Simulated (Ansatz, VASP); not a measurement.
One calculation of Co, two programs

```
CELL_PARAMETERS angstrom
0.00000 2.59775 2.59775
2.59775 0.00000 2.59775
2.59775 2.59775 0.00000
ATOMIC_POSITIONS crystal
Co 0.12500 0.12500 0.12500
Co 0.87500 0.87500 0.87500
```

Alike in both runs: task single point; functional BLYP; k mesh 12 × 12 × 12; occupations fermi-dirac, width 0.1 eV; no spin polarisation.

```csv
,VASP,Ansatz
version,VASP 6.6.1,Ansatz 0.2.0
potentials or method,"VASP PAW PBE potentials, release 64 (Co), cutoff 520 eV","plane waves (420 eV) with PAW, scalar-relativistic"
valence electrons in the cell,18,34
```

```csv
,VASP,Ansatz,Ansatz less VASP
pressure (GPa),-9.8,-9.8,0.00
```

VASP's potentials were made for PBE, not for BLYP. The functional is the same, so the differences come from potentials, cutoffs and numerics. VASP's potentials hold 18 valence electrons a cell and Ansatz's 34, so a difference there can come from the potentials and not from the codes.
